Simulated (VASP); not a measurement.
Set up this calculation in VASP 6.6.1, as the native input.

```yaml
Task: single point
Functional: r2SCAN
Potentials_or_basis: VASP PAW PBE potentials, release 64 (Rh_pv)
Cutoff: 520 eV
k_mesh: 14 × 14 × 14
Occupations: gaussian, width 1 eV
Spin: no spin polarisation
Dipole_correction: no
Further_INCAR_settings: ALGO = Normal; EDIFF = 1e-06; NBANDS = 14
```

Crystal: Rh.

```
CELL_PARAMETERS angstrom
0.00000 1.90081 1.90081
1.90081 0.00000 1.90081
1.90081 1.90081 0.00000
ATOMIC_POSITIONS crystal
Rh 0.00000 0.00000 0.00000
```

These files were run (other wordings do the same):

POSCAR

```
Rh
1.0
    0.0000000000      1.9008071574      1.9008071574
    1.9008071574      0.0000000000      1.9008071574
    1.9008071574      1.9008071574      0.0000000000
Rh
1
Direct
    0.0000000000      0.0000000000      0.0000000000
```

INCAR.step1

```
ALGO     = Normal         # electronic algorithm
EDIFF    = 1E-4           # SCF threshold, eV
ENCUT    = 520            # plane-wave cutoff, eV
GGA      = PE             # functional
ISMEAR   = 0              # smearing method
LASPH    = True           # aspherical terms in the spheres
LCHARG   = False          # write CHGCAR
LREAL    = False          # projectors in reciprocal space
LWAVE    = True           # write WAVECAR
NBANDS   = 14             # bands
NELM     = 100            # most SCF steps
PREC     = Accurate       # precision mode
SIGMA    = 1.0            # smearing width, eV
```

INCAR.step2

```
ALGO     = Normal         # electronic algorithm
EDIFF    = 1E-6           # SCF threshold, eV
ENCUT    = 520            # plane-wave cutoff, eV
ISIF     = 2              # what is computed and relaxed
ISMEAR   = 0              # smearing method
ISTART   = 1            
LASPH    = True           # aspherical terms in the spheres
LCHARG   = True           # write CHGCAR
LELF     = True           # ELF
LMIXTAU  = True         
LREAL    = False          # projectors in reciprocal space
LVHAR    = True         
LWAVE    = False          # write WAVECAR
METAGGA  = R2SCAN         # meta-GGA
NBANDS   = 14             # bands
NELM     = 100            # most SCF steps
PREC     = Accurate       # precision mode
SIGMA    = 1.0            # smearing width, eV
```

KPOINTS

```
k-points
0
Gamma
  14 14 14
```

Potentials or basis: VASP PAW PBE potentials, release 64 (Rh_pv).

Run with:

```sh
$ cat potpaw_PBE.64/Rh_pv/POTCAR > POTCAR
$ cp INCAR.step1 INCAR
$ mpirun -np 1 vasp_std > vasp.out
$ cp INCAR.step2 INCAR
$ mpirun -np 1 vasp_std > vasp.out
```

Results of the run:

```json
{"Pressure": "6.8 GPa"}
```

Caveat: the PAW data sets were made with another functional, which shifts forces and pressure a little.

Run time: 33 s on 1 thread of Intel(R) Xeon(R) Platinum 8559C (Emerald Rapids), on a shared host, peak memory 0.14 GiB.
